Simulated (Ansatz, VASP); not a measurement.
Cd: VASP beside Ansatz

```
Cd
1.0
     0.00000    2.42662    2.42662
     2.42662    0.00000    2.42662
     2.42662    2.42662    0.00000
Cd
1
Direct
  0.00000 0.00000 0.00000
```

Alike in both runs: task single point; functional BLYP; k mesh 13 × 13 × 13; occupations fermi-dirac, width 0.1 eV; no spin polarisation.

|  | VASP | Ansatz |
| --- | --- | --- |
| version | VASP 6.6.1 | Ansatz 0.2.0 |
| potentials or method | VASP PAW PBE potentials, release 64 (Cd), cutoff 520 eV | plane waves (420 eV) with PAW, scalar-relativistic |
| valence electrons in the cell | 12 | 20 |

Ansatz gave:

* pressure (GPa): -1.1

Task: What did VASP give for the same quantities?

Result: Pressure (GPa): -1.0.

VASP's potentials were made for PBE, not for BLYP. VASP's potentials hold 12 valence electrons a cell and Ansatz's 20, so a difference there can come from the potentials and not from the codes.
